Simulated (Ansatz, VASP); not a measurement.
# Two plane-wave programs on SnO2

```
CELL_PARAMETERS angstrom
3.29394 0.00000 0.00000
-1.64697 2.85263 0.00000
0.00000 0.00000 11.00219
ATOMIC_POSITIONS crystal
Sn 0.00000 0.00000 0.50000
Sn 0.00000 0.00000 0.00000
O 0.66667 0.33333 0.40586
O 0.66667 0.33333 0.09414
O 0.33333 0.66667 0.59414
O 0.33333 0.66667 0.90586
```

Alike in both runs: task single point; functional PBEsol; dispersion D4; k mesh 12 × 12 × 2; no spin polarisation.

```csv
,VASP,Ansatz
version,VASP 6.6.1,Ansatz 0.2.0
potentials or method,"VASP PAW PBE potentials, release 64 (Sn_d, O), cutoff 520 eV","plane waves, PAW"
occupations,"gaussian, width 0.01 eV",fixed
valence electrons in the cell,52,52
```

```csv
,VASP,Ansatz,Ansatz less VASP
pressure (GPa),-10.9,-11.3,-0.40
"traceless stress, the component that is largest in VASP (GPa)",4.37,4.65,+0.280
```

VASP's potentials were made for PBE, not for PBEsol. Ansatz's warnings: structure snapped to symmetry.
